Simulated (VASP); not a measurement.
Here is a VASP 6.6.1 calculation.

The input INCAR:

```
PREC = Accurate
ENCUT = 520
EDIFF = 1E-6
ISMEAR = 0
SIGMA = 0.15
LREAL = False
LASPH = True
NELM = 100
ALGO = Normal
ISIF = 2
LWAVE = False
LCHARG = False
GGA = PE
NBANDS = 22
```

KPOINTS

```
regular mesh
0
Gamma
  10 10 10
```

POSCAR

```
InSb3
1.0
    5.2043318551      0.0000000000      0.0000000000
    0.0000000000      5.2043318551      0.0000000000
    0.0000000000      0.0000000000      4.3383310344
In Sb
1 3
Direct
    0.0000000000      0.0000000000      0.0000000000
    0.5000000000      0.0000000000      0.5000000000
    0.0000000000      0.5000000000      0.5000000000
    0.5000000000      0.5000000000      0.0000000000
```

Potentials or basis: VASP PAW PBE potentials, release 64 (In_d, Sb).

The run is started by

```console
$ cat potpaw_PBE.64/In_d/POTCAR potpaw_PBE.64/Sb/POTCAR > POTCAR
$ mpirun -np 1 vasp_std > vasp.out
```

Question: Predict the band gap on the k mesh.

Answer: Zero (band 14 reaches 9.27 eV, above the bottom of band 15 at 5.86 eV).

Question: What does it give for the pressure?

Answer: -2.7 GPa.

Stress tensor (GPa, compression positive):
```
-2.46  0.00  0.00
 0.00 -2.46  0.00
 0.00  0.00 -3.20
```

Caveat: spin-orbit coupling is left out, which moves the levels of the heavy elements.
